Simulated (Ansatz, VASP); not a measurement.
## Two plane-wave programs on TiC

```
CELL_PARAMETERS angstrom
0.00000 2.16400 2.16400
2.16400 0.00000 2.16400
2.16400 2.16400 0.00000
ATOMIC_POSITIONS crystal
Ti 0.95379 0.95379 0.98086
C 0.50000 0.50000 0.50000
```

Alike in both runs: task single point; functional PBEsol; k mesh 18 × 18 × 18; occupations gaussian, width 0.15 eV; no spin polarisation.

```csv
,VASP,Ansatz
version,VASP 6.6.1,Ansatz 0.2.0
potentials or method,"VASP PAW PBE potentials, release 64 (Ti_sv, C), cutoff 520 eV","scalar-relativistic, plane waves, PAW"
valence electrons in the cell,16,16
```

Ansatz gave:

```
gap on the k mesh at the Fermi level (eV)                     : 0.19
least direct gap on the mesh (eV)                             : 0.54
pressure (GPa)                                                : 3.0
traceless stress, the component that is largest in VASP (GPa) : 4.43
rms of the force components (eV/Å)                            : 1.341
```

**Question.** Which values does VASP return?

**Answer.** gap on the k mesh at the Fermi level (eV): 0.19; least direct gap on the mesh (eV): 0.54; pressure (GPa): 3.2; traceless stress, the component that is largest in VASP (GPa): 4.47; rms of the force components (eV/Å): 1.345.

VASP's potentials were made for PBE, not for PBEsol. Atom by atom the forces differ by 0.005 eV/Å (rms over components). The functional is the same, so the differences come from potentials, cutoffs and numerics.
